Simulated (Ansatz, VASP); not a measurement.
## One calculation of LaTe4, two programs

```xyz
5
Lattice="4.1333 2.3864 4.3376 -4.1333 2.3864 4.3376 0.0000 -4.7728 4.3376" Properties=species:S:1:pos:R:3 pbc="T T T"
La    0.0000    0.0000    0.9593
Te   -2.2753    1.3136    2.9361
Te    0.0000   -2.6272    2.9361
Te    2.2753    1.3136    2.9361
Te    0.0000    0.0000    4.1646
```

Alike in both runs: functional PBE; k mesh 3 × 3 × 3; occupations gaussian, width 0.1 eV; no spin polarisation.

Ansatz relaxed the structure, and its values are those at the end. VASP's run is a single point on that final structure, the one shown.

```csv
,VASP,Ansatz
version,VASP 6.6.1,Ansatz 0.2.0
potentials or method,"VASP PAW PBE potentials, release 64 (La, Te), cutoff 520 eV","scalar-relativistic, plane waves, PAW"
valence electrons in the cell,35,75
```

Ansatz gave:

| Item | Value |
| --- | --- |
| gap on the k mesh at the Fermi level (eV) | none |
| pressure (GPa) | 0.0 |
| rms of the force components (eV/Å) | 0.002 |

What did VASP give for the same quantities?

gap on the k mesh at the Fermi level (eV): none; pressure (GPa): 0.0; rms of the force components (eV/Å): 0.004.

A gap of «none» marks a metal or a gap that the smearing closes. With one functional, cell and mesh, what is left measures potentials, basis and numerics. VASP's potentials hold 35 valence electrons a cell and Ansatz's 75, so a difference there can come from the potentials and not from the codes.

Spin-orbit coupling is off throughout.
